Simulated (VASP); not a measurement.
Crystal: Tc.

```
CELL_PARAMETERS angstrom
0.00000 1.95000 1.95000
1.95000 0.00000 1.95000
1.95000 1.95000 0.00000
ATOMIC_POSITIONS crystal
Tc 0.00000 0.00000 0.00000
```

```yaml
Program: VASP 6.6.1
Task: relaxation of cell and atoms
Functional: PBEsol
Potentials_or_basis: VASP PAW PBE potentials, release 64 (Tc_pv)
Cutoff: 600 eV
k_mesh: 12 × 12 × 12
Occupations: fermi-dirac, width 0.05 eV
Spin: no spin polarisation
```

At the start: pressure -15.7 GPa; volume 14.83 Å³/atom.

Problem. How do energy, volume and symmetry change on relaxing?

Solution. Over 5 steps the energy falls by 40.4 meV/atom and the volume is 14.04 Å³/atom (-5.3 %); space group Fm-3m (No. 225, to 0.05 Å).

Step by step:
| step | energy change (eV) | largest force (eV/Å) | pressure (GPa) | volume (Å³) |
| --- | --- | --- | --- | --- |
| 1 | 0.0000 | 0.0000 | -15.67 | 14.83 |
| 2 | 0.3948 | 0.0000 | 76.35 | 11.93 |
| 3 | -0.0402 | 0.0000 | -1.19 | 14.10 |
| 4 | -0.0404 | 0.0000 | -0.31 | 14.06 |
| 5 | -0.0404 | 0.0000 | 0.08 | 14.04 |

Final structure:
```cif
data_structure
_symmetry_space_group_name_H-M 'P 1'
_symmetry_Int_Tables_number 1
_cell_length_a 2.7079
_cell_length_b 2.7079
_cell_length_c 2.7079
_cell_angle_alpha 60.000
_cell_angle_beta 60.000
_cell_angle_gamma 60.000
_cell_volume 14.04
loop_
_atom_site_label
_atom_site_type_symbol
_atom_site_fract_x
_atom_site_fract_y
_atom_site_fract_z
_atom_site_occupancy
Tc1 Tc 0.00000 0.00000 0.00000 1
```

Caveat: the PAW data sets were made with another functional, which shifts forces and pressure a little.
